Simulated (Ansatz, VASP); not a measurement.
## Two plane-wave programs on CaSi2N3

```
Ca Si N
1.0
     5.31750    0.00000    0.00000
    -2.65875    4.60509    0.00000
     0.00000    0.00000    3.22144
Ca Si N
1 2 3
Direct
  0.00000 0.00000 0.00000
  0.33333 0.66667 0.00000
  0.66667 0.33333 0.00000
  0.50000 0.00000 0.50000
  0.50000 0.50000 0.50000
  0.00000 0.50000 0.50000
```

Change from the starting cell: species swapped into the YbCo3B2 type (P6/mmm, No. 191).

Alike in both runs: task relaxation of cell and atoms; functional PBE; k mesh 6 × 6 × 6; occupations gaussian, width 0.1 eV; no spin polarisation.

|  | VASP | Ansatz |
| --- | --- | --- |
| version | VASP 6.6.1 | Ansatz 0.2.0 |
| potentials or method | VASP PAW PBE potentials, release 64 (Ca_sv, Si, N), cutoff 600 eV | scalar-relativistic, plane waves, PAW |
| valence electrons in the cell | 33 | 33 |

```csv
,VASP,Ansatz,Ansatz less VASP
"gap on the k mesh at the Fermi level, each at its own relaxed structure (eV)",none,none,-
relaxed volume (Å³/atom),10.18,10.18,+0.006
relaxed length of the cell vector where the two differ most in proportion (Å),5.203,5.205,+0.0017
```

A gap of «none» marks a metal or a gap that the smearing closes.

Noted on VASP's run: the volume moved by over 15 % at a fixed basis, so the end points are rough.
